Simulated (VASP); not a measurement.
# Ir in VASP: further runs

Ir is run at these levels: PBEsol; tasks: single point.

Program: VASP 6.6.1. These are calculated values, not measurements. Logs are shortened: lines on timing, memory, paths and dates and some standing lists are left out, and cuts for length are marked.

## Step 1: The cell of the first run

The cell holds a slab with vacuum, 5 atoms: a = 2.709 Å, b = 3.832 Å, c = 21.419 Å, α = 90.00°, β = 90.00°, γ = 90.00°.

## Step 2: Single point, PBEsol

INCAR

```
PREC = Accurate ; ENCUT = 520
EDIFF = 1E-6 ; ISMEAR = -1
SIGMA = 0.1 ; LREAL = False
LASPH = True ; NELM = 60
ALGO = Normal ; ISIF = 2
LWAVE = False ; LCHARG = False
LDIPOL = True ; IDIPOL = 3
DIPOL = 0.5 0.5 0.500 ; GGA = PS
NBANDS = 30
```

KPOINTS

```
regular mesh
0
Gamma
  15 11 1
```

POSCAR

```
Ir
1.0
    2.7093778140      0.0000000000      0.0000000000
    0.0000000000      3.8316388502      0.0000000000
    0.0000000000      0.0000000000     21.4188000000
Ir
5
Direct
    0.0000000000      0.0000000000      0.3797732579
    0.5000000000      0.5000000000      0.4335514061
    0.0000000000      0.0000000000      0.4999999984
    0.5000000000      0.5000000000      0.5664485965
    0.0000000000      0.0000000000      0.6202267411
```

Potentials or basis: VASP PAW PBE potentials, release 64 (Ir).

The run is started by

```sh
$ cat potpaw_PBE.64/Ir/POTCAR > POTCAR
$ mpirun -np 1 vasp_std > vasp.out
```

OUTCAR:

```text
PREC = Accurate
   ENCUT = 520
   EDIFF = 1E-6
   ISMEAR = -1
   LREAL = False
   LASPH = True
   NELM = 60
   ISIF = 2
   GGA = PS

 ion  position               nearest neighbor table
   1  0.000  0.000  0.380-   3 2.58   2 2.61   2 2.61   2 2.61   2 2.61
   2  0.500  0.500  0.434-   1 2.61   1 2.61   1 2.61   1 2.61   3 2.74   3 2.74   3 2.74   3 2.74
                             4 2.85
   3  0.000  0.000  0.500-   1 2.58   5 2.58   2 2.74   2 2.74   2 2.74   2 2.74   4 2.74   4 2.74
                             4 2.74   4 2.74
   4  0.500  0.500  0.566-   5 2.61   5 2.61   5 2.61   5 2.61   3 2.74   3 2.74   3 2.74   3 2.74
                             2 2.85
   5  0.000  0.000  0.620-   3 2.58   4 2.61   4 2.61   4 2.61   4 2.61

  LATTYP: Found a simple orthorhombic cell.
 ALAT       =     2.7093778140
 B/A-ratio  =     1.4142135624
 C/A-ratio  =     7.9054312357

  Lattice vectors:

 A1 = (   2.7093778140,   0.0000000000,   0.0000000000)
 A2 = (   0.0000000000,   3.8316388502,   0.0000000000)
 A3 = (   0.0000000000,   0.0000000000,  21.4188000000)

Analysis of symmetry for initial positions (statically):
=====================================================================
 Subroutine PRICEL returns:
 Original cell was already a primitive cell.

 Routine SETGRP: Setting up the symmetry group for a
 simple orthorhombic supercell.

 Subroutine GETGRP returns: Found  8 space group operations
 (whereof  8 operations were pure point group operations)
 out of a pool of  8 trial point group operations.

The static configuration has the point symmetry D_2h.

Analysis of symmetry for dynamics (positions and initial velocities):
=====================================================================
 Subroutine PRICEL returns:
 Original cell was already a primitive cell.

 Routine SETGRP: Setting up the symmetry group for a
 simple orthorhombic supercell.

 Subroutine GETGRP returns: Found  8 space group operations
 (whereof  8 operations were pure point group operations)
 out of a pool of  8 trial point group operations.

The dynamic configuration has the point symmetry D_2h.

 Subroutine INISYM returns: Found  8 space group operations
 (whereof  8 operations are pure point group operations),
 and found     1 'primitive' translations

----------------------------------------------------------------------------------------

                                     Primitive cell

  volume of cell :     222.3562

  direct lattice vectors                    reciprocal lattice vectors
     2.709377814  0.000000000  0.000000000     0.369088429  0.000000000  0.000000000
     0.000000000  3.831638850  0.000000000     0.000000000  0.260984931  0.000000000
     0.000000000  0.000000000 21.418800000     0.000000000  0.000000000  0.046687956

  length of vectors
     2.709377814  3.831638850 21.418800000     0.369088429  0.260984931  0.046687956

  position of ions in fractional coordinates (direct lattice)
     0.000000000  0.000000000  0.379773258
     0.500000000  0.500000000  0.433551406
     0.000000000  0.000000000  0.499999998
     0.500000000  0.500000000  0.566448597
     0.000000000  0.000000000  0.620226741

  ion indices of the primitive-cell ions
   primitive index   ion index
                 1           1
                 2           2
                 3           3
                 4           4
                 5           5

----------------------------------------------------------------------------------------

 KPOINTS: regular mesh

Automatic generation of k-mesh.
 Grid dimensions read from file:
 generate k-points for:   15   11    1

 Generating k-lattice:

  Cartesian coordinates                     Fractional coordinates (reciprocal lattice)
     0.024605895  0.000000000  0.000000000     0.066666667  0.000000000  0.000000000
     0.000000000  0.023725903  0.000000000     0.000000000  0.090909091  0.000000000
     0.000000000  0.000000000  0.046687956     0.000000000  0.000000000  1.000000000

  Length of vectors
     0.024605895  0.023725903  0.046687956

  Shift w.r.t. Gamma in fractional coordinates (k-lattice)
     0.000000000  0.000000000  0.000000000

 Subroutine IBZKPT returns following result:
 ===========================================

 Found     48 irreducible k-points:

 Following reciprocal coordinates:
            Coordinates               Weight
  0.000000  0.000000  0.000000      1.000000
  0.066667  0.000000  0.000000      2.000000
  0.133333  0.000000  0.000000      2.000000
  0.200000  0.000000  0.000000      2.000000
  0.266667  0.000000  0.000000      2.000000
  0.333333  0.000000  0.000000      2.000000
[... 16 lines left out ...]
  0.400000  0.181818  0.000000      4.000000
  0.466667  0.181818  0.000000      4.000000
 [... further k-points ...]
   k-points           NKPTS =     48   k-points in BZ     NKDIM =     48   number of bands    NBANDS=     30
   number of dos      NEDOS =    301   number of ions     NIONS =      5
   total plane-waves  NPLWV =  89600
   dimension x,y,z NGX =    20 NGY =   28 NGZ =  160
   dimension x,y,z NGXF=    40 NGYF=   56 NGZF=  320
   ions per type =               5
   NGX,Y,Z   is equivalent  to a cutoff of  12.27, 12.15, 12.42 a.u.
   NGXF,Y,Z  is equivalent  to a cutoff of  24.54, 24.30, 24.84 a.u.
 SYSTEM =  unknown system
   PREC   = accura    normal or accurate (medium, high low for compatibility)
   ISTART =      0    job   : 0-new  1-cont  2-samecut
   ICHARG =      2    charge: 1-file 2-atom 10-const
   ISPIN  =      1    spin polarized calculation?
   LNONCOLLINEAR =      F non collinear calculations
   LSORBIT =      F    spin-orbit coupling
   LASPH  =      T    aspherical Exc in radial PAW
   ENCUT  =  520.0 eV  38.22 Ry    6.18 a.u.   5.04  7.12 39.82*2*pi/ulx,y,z
   NELM   =     60;   NELMIN=  2; NELMDL= -5     # of ELM steps
   EDIFF  = 0.1E-05   stopping-criterion for ELM
   LREAL  =      F    real-space projection
   EDIFFG = 0.1E-04   stopping-criterion for IOM
   NSW    =      0    number of steps for IOM
   IBRION =     -1    ionic relax: 0-MD 1-quasi-New 2-CG
   NFREE  =      0    steps in history (QN), initial steepest desc. (CG)
   ISIF   =      2    stress and relaxation
   ISYM   =      2    0-nonsym 1-usesym 2-fastsym
   POTIM  = 0.5000    time-step for ionic-motion
   TEBEG  =    0.0;   TEEND  =   0.0 temperature during run
   PSTRESS=    0.0 pullay stress
   NELECT =      45.0000    total number of electrons
   NUPDOWN=      -1.0000    fix difference up-down
   EMIN   =  10.00;   EMAX   =-10.00  energy-range for DOS
   EFERMI =   0.00;   METHOD = LEGACY
   ISMEAR =    -1;   SIGMA  =   0.10  broadening in eV -4-tet -1-fermi 0-gaus
   EFERMI_NEDOS =   21; number of points for ismear=-14 and -15
   IALGO  =     38    algorithm
   IMIX   =      4    mixing-type and parameters
     AMIX     =   0.40;   BMIX     =  1.00
     AMIX_MAG =   1.60;   BMIX_MAG =  1.00
  volume/ion in A,a.u.               =      44.47       300.11
  Fermi-wavevector in a.u.,A,eV,Ry     =   0.961160  1.816330 12.569463  0.923829
  Thomas-Fermi vector in A             =   2.090508
   LORBIT       =      0    0 simple, 1 ext, 2 COOP (PROOUT), +10 PAW based schemes
   GGA     = PS    functional components
   LHFCALC =     F    Hartree Fock is set to
   AEXX    =    0.0000 exact exchange contribution
   IVDW    =     0    specifies the selected vdW correction
   LEPSILON=     F    determine dielectric tensor
   LRPA    =     F    only Hartree local field effects (RPA)
 non-spin polarized calculation
  energy-cutoff  :      520.00
  volume of cell :      222.36
 maximum number of plane-waves:      6034
   NGX = 11   NGY = 15   NGZ = 79

 dipolmoment           0.000000      0.000000      0.000000 electrons x Angstroem

 number of electron      44.9999993 magnetization

 dipolmoment           0.000000      0.000000     -0.000000 electrons x Angstroem

 Free energy of the ion-electron system (eV)
  ---------------------------------------------------
  ext. energy  EPLUGINS =         0.00000000
  ---------------------------------------------------
  free energy    TOTEN  =       -44.91532955 eV

  energy without entropy =      -44.67416517  energy(sigma->0) =      -44.79474736

 E-fermi :  -0.1106     XC(G=0):  -5.4045

 val. band max:       -0.1134889318   @ k =   0.1333   0.4545   0.0000
 cond. band min:      -0.1088869494   @ k =   0.2667   0.1818   0.0000
 fundamental gap:      0.0046019824
 Fermi energy:        -0.1106384048

 k-point     1 :       0.0000    0.0000    0.0000
  band No.  band energies     occupation
      1     -10.3911      2.00000
      2      -8.3715      2.00000
      3      -7.5299      2.00000
      4      -6.7633      2.00000
      5      -6.6857      2.00000
      6      -5.8069      2.00000
[... 22 lines left out ...]
     29       2.0098      0.00000
     30       3.5402      0.00000

 k-point     2 :       0.0667    0.0000    0.0000
  band No.  band energies     occupation
      1     -10.2617      2.00000
      2      -8.2575      2.00000
      3      -7.4035      2.00000
      4      -6.6888      2.00000
      5      -6.5505      2.00000
      6      -5.6622      2.00000
[... 22 lines left out ...]
     29       2.0983      0.00000
     30       4.2254      0.00000

 k-point     3 :       0.1333    0.0000    0.0000
  band No.  band energies     occupation
      1      -9.8887      2.00000
      2      -7.9606      2.00000
      3      -7.0691      2.00000
      4      -6.4640      2.00000
      5      -6.2007      2.00000
      6      -5.5114      2.00000
[... 682 lines left out ...]
     29       4.9183      0.00000
     30       5.0384      0.00000

 k-point    24 :       0.4667    0.1818    0.0000
  band No.  band energies     occupation
      1      -7.4796      2.00000
      2      -7.1710      2.00000
      3      -7.0202      2.00000
      4      -6.6856      2.00000
      5      -6.4641      2.00000
      6      -6.1607      2.00000
[... 22 lines left out ...]
     29       4.3451      0.00000
     30       4.4188      0.00000

 [... further k-points ...]

------------------------ aborting loop because EDIFF is reached ----------------------------------------

 vacuum level on the upper side and lower side of the slab       (xc-potential included)        -0.140        -0.140

  FORCE on cell =-STRESS in cart. coord.  units (eV):
  Direction    XX          YY          ZZ          XY          YZ          ZX
  --------------------------------------------------------------------------------------
  -------------------------------------------------------------------------------------
  Total       -5.7794810     -1.6854392      0.3990842      0.0000000      0.0000000      0.0000000
  in kB      -41.6437802    -12.1443532      2.8755824      0.0000000      0.0000000      0.0000000
  external PRESSURE =     -16.9708504 kB  Pullay stress =       0.0000000 kB

 VOLUME and BASIS-vectors are now :
 -----------------------------------------------------------------------------
  energy-cutoff  :      520.00
  volume of cell :      222.36
      direct lattice vectors                 reciprocal lattice vectors
     2.709377814  0.000000000  0.000000000     0.369088429  0.000000000  0.000000000
     0.000000000  3.831638850  0.000000000     0.000000000  0.260984931  0.000000000
     0.000000000  0.000000000 21.418800000     0.000000000  0.000000000  0.046687956

 POSITION                                       TOTAL-FORCE (eV/Angst)
 -----------------------------------------------------------------------------------
      0.00000      0.00000      8.13429         0.000000      0.000000     -0.074518
      1.35469      1.91582      9.28615         0.000000      0.000000     -0.017378
      0.00000      0.00000     10.70940         0.000000      0.000000      0.000000
      1.35469      1.91582     12.13265         0.000000      0.000000      0.017378
      0.00000      0.00000     13.28451         0.000000     -0.000000      0.074518
 -----------------------------------------------------------------------------------
    total drift:                               -0.000000      0.000000     -0.000006

  FREE ENERGIE OF THE ION-ELECTRON SYSTEM (eV)
  ---------------------------------------------------
  free  energy   TOTEN  =       -44.9153295474 eV

  energy  without entropy=      -44.6741651743  energy(sigma->0) =      -44.79474736

 vacuum level on the upper side and lower side of the slab         4.649         4.649
```

Run time: 3.9 min. Hardware: 1 thread of Intel Xeon 6975P-C (Granite Rapids), shared host; peak memory 0.44 GiB.

What came out:

| Property | Result |
| --- | --- |
| Free energy | -44.9153 eV |
| Largest force | 0.075 eV/Å |
| Band gap on the k mesh | zero (an odd number of electrons rules out a gap without spin polarisation) |

Forces on the atoms (eV/Å):
```
Ir   0.000  0.000 -0.075
Ir   0.000  0.000 -0.017
Ir   0.000  0.000  0.000
Ir   0.000  0.000  0.017
Ir   0.000  0.000  0.075
```

Caveat: the PAW data sets were made with another functional, which shifts forces and pressure a little; spin-orbit coupling is left out, which moves the levels of the heavy elements.

## Step 3: Single point, PBEsol

INCAR

```
SYSTEM = Ir
PREC     = Accurate       ! precision mode
ENCUT    = 520            ! plane-wave cutoff, eV
EDIFF    = 1E-6           ! SCF threshold, eV
ISMEAR   = -1             ! smearing method
SIGMA    = 0.1            ! smearing width, eV
LREAL    = .FALSE.        ! projectors in reciprocal space
LASPH    = .TRUE.         ! aspherical terms in the spheres
NELM     = 60             ! most SCF steps
ALGO     = Normal         ! electronic algorithm
ISIF     = 2              ! what is computed and relaxed
LWAVE    = .FALSE.        ! write WAVECAR
LCHARG   = .FALSE.        ! write CHGCAR
LDIPOL   = .TRUE.       
IDIPOL   = 3            
DIPOL    = 0.5 0.5 0.500
GGA      = PS             ! functional
NBANDS   = 30             ! bands
```

KPOINTS

```
regular mesh
0
G
  15 11 1
  0 0 0
```

POSCAR

```
Ir
1.0
    2.7093778140      0.0000000000      0.0000000000
    0.0000000000      3.8316388502      0.0000000000
    0.0000000000      0.0000000000     21.4188000000
Ir
5
Direct
    0.0000000000      0.0000000000      0.3797572126
    0.5000000000      0.5000000000      0.4334821804
    0.0000000000      0.0000000000      0.4999999989
    0.5000000000      0.5000000000      0.5665178178
    0.0000000000      0.0000000000      0.6202427903
```

Potentials or basis: VASP PAW PBE potentials, release 64 (Ir).

The run is started by

```sh
$ cat potpaw_PBE.64/Ir/POTCAR > POTCAR
$ mpirun -np 1 vasp_std > vasp.out
```

Run time: 4.1 min. Hardware: 1 thread of AMD EPYC 9R45 (Zen 5), shared host; peak memory 0.41 GiB.

The run converged. Its results:

```yaml
Free_energy: -44.9154 eV
Largest_force: 0.073 eV/Å
Band_gap_on_the_k_mesh: zero (an odd number of electrons rules out a gap without spin polarisation)
```

Forces in eV/Å, atoms in the order of the input:
```
Ir   0.000  0.000 -0.073
Ir   0.000  0.000 -0.005
Ir   0.000  0.000  0.000
Ir   0.000  0.000  0.005
Ir   0.000  0.000  0.073
```

Levels at points of the mesh, in eV from the Fermi level:
```
           k point  band 19  band 20  band 21  band 22  band 23  band 24  band 25  band 26  band 27  band 28
(0.00, 0.00, 0.00)    -1.30    -1.22    -1.04    -0.92    -0.68    -0.04     0.19     0.61     1.00     1.59
```

Caveat: the PAW data sets were made with another functional, which shifts forces and pressure a little; spin-orbit coupling is left out, which moves the levels of the heavy elements.

## Step 4: Single point, PBEsol

INCAR

```
SYSTEM = Ir
ALGO     = Normal         ! electronic algorithm
DIPOL    = 0.5 0.5 0.500
EDIFF    = 1E-7           ! SCF threshold, eV
EFIELD   = -0.5         
ENCUT    = 520            ! plane-wave cutoff, eV
GGA      = PS             ! functional
IDIPOL   = 3            
ISIF     = 2              ! what is computed and relaxed
ISMEAR   = -1             ! smearing method
LASPH    = .TRUE.         ! aspherical terms in the spheres
LCHARG   = .TRUE.         ! write CHGCAR
LDIPOL   = .TRUE.       
LELF     = .TRUE.         ! ELF
LREAL    = .FALSE.        ! projectors in reciprocal space
LVACPOTAV= .TRUE.       
LVHAR    = .TRUE.       
LWAVE    = .FALSE.        ! write WAVECAR
NBANDS   = 30             ! bands
NELM     = 100            ! most SCF steps
PREC     = Accurate       ! precision mode
SIGMA    = 0.1            ! smearing width, eV
```

KPOINTS

```
k-points
0
G
  15 11 1
  0 0 0
```

POSCAR

```
Ir
1.0
    2.7093778140      0.0000000000      0.0000000000
    0.0000000000      3.8316388502      0.0000000000
    0.0000000000      0.0000000000     21.4188000000
Ir
5
Direct
    0.0000000000      0.0000000000      0.3797732579
    0.5000000000      0.5000000000      0.4335514061
    0.0000000000      0.0000000000      0.4999999984
    0.5000000000      0.5000000000      0.5664485965
    0.0000000000      0.0000000000      0.6202267411
```

The run is started by

```sh
$ cat potpaw_PBE.64/Ir/POTCAR > POTCAR
$ mpirun -np 1 vasp_std > vasp.out
```

Wall time 9.1 min (1 thread of AMD EPYC 9R45 (Zen 5), shared host); peak memory 0.41 GiB.

It converged, with:

```
Free energy            : -44.9743 eV
Largest force          : 0.115 eV/Å
Band gap on the k mesh : zero (an odd number of electrons rules out a gap without spin polarisation)
```

Forces on the atoms (eV/Å):
```
Ir   0.000  0.000 -0.115
Ir   0.000  0.000 -0.034
Ir   0.000  0.000  0.096
Ir   0.000  0.000 -0.001
Ir   0.000  0.000  0.053
```

Levels at points of the mesh, in eV from the Fermi level:
| k point | band 21 | band 22 | band 23 | band 24 | band 25 | band 26 |
| --- | --- | --- | --- | --- | --- | --- |
| (0.00, 0.00, 0.00) | -1.04 | -0.92 | -0.67 | -0.04 | 0.19 | 0.61 |

Caveat: the PAW data sets were made with another functional, which shifts forces and pressure a little; spin-orbit coupling is left out, which moves the levels of the heavy elements.

## Step 5: Single point, PBEsol

INCAR

```
ALGO     = Normal         # electronic algorithm
EDIFF    = 1E-6           # SCF threshold, eV
ENCUT    = 520            # plane-wave cutoff, eV
GGA      = PS             # functional
ISIF     = 2              # what is computed and relaxed
ISMEAR   = -1             # smearing method
LASPH    = T              # aspherical terms in the spheres
LCHARG   = T              # write CHGCAR
LELF     = T              # ELF
LREAL    = F              # projectors in reciprocal space
LVHAR    = T            
LWAVE    = F              # write WAVECAR
NBANDS   = 30             # bands
NELM     = 100            # most SCF steps
PREC     = Accurate       # precision mode
SIGMA    = 0.1            # smearing width, eV
```

KPOINTS

```
k-points
0
Gamma
  15 11 1
```

POSCAR is that of step 4.

The run is started by

```sh
$ cat potpaw_PBE.64/Ir/POTCAR > POTCAR
$ mpirun -np 1 vasp_std > vasp.out
```

It took 3.4 min on 1 thread of AMD EPYC 9R45 (Zen 5), shared host; peak memory 0.41 GiB.

The run converged. Its results:

| Property | Result |
| --- | --- |
| Free energy | -44.9153 eV |
| Largest force | 0.075 eV/Å |
| Band gap on the k mesh | zero (an odd number of electrons rules out a gap without spin polarisation) |

Forces on the atoms (eV/Å):
```
Ir   0.000  0.000 -0.075
Ir   0.000  0.000 -0.017
Ir   0.000  0.000  0.000
Ir   0.000  0.000  0.017
Ir   0.000  0.000  0.075
```

Levels at points of the mesh, in eV from the Fermi level:
| k point | band 19 | band 20 | band 21 | band 22 | band 23 | band 24 | band 25 | band 26 | band 27 | band 28 |
| --- | --- | --- | --- | --- | --- | --- | --- | --- | --- | --- |
| (0.00, 0.00, 0.00) | -1.30 | -1.21 | -1.04 | -0.92 | -0.68 | -0.04 | 0.19 | 0.61 | 1.00 | 1.59 |

Caveat: the PAW data sets were made with another functional, which shifts forces and pressure a little; spin-orbit coupling is left out, which moves the levels of the heavy elements.

## Step 6: Overview

```tsv
dipole correction	electric field (eV/Å)	gap on the mesh (eV)	largest force (eV/Å)
yes	-	none	0.07
yes	-0.5 eV/Å	none	0.11
no	-	none	0.07
```

Some of these runs hold the atoms at other places in the same cell, which the table doesn't show; runs alike in all that it shows share one row.

Alike in all rows: task single point; level PBEsol; potentials or basis VASP PAW PBE potentials, release 64 (Ir); no spin polarisation; cell as given; k mesh 15 × 11 × 1; cutoff (eV) 520; smearing fermi-dirac 0.1 eV.

Caveats: the PAW data sets were made with another functional, which shifts forces and pressure a little; spin-orbit coupling is left out, which moves the levels of the heavy elements.

Absolute energies hang on the potentials; compare differences alone.
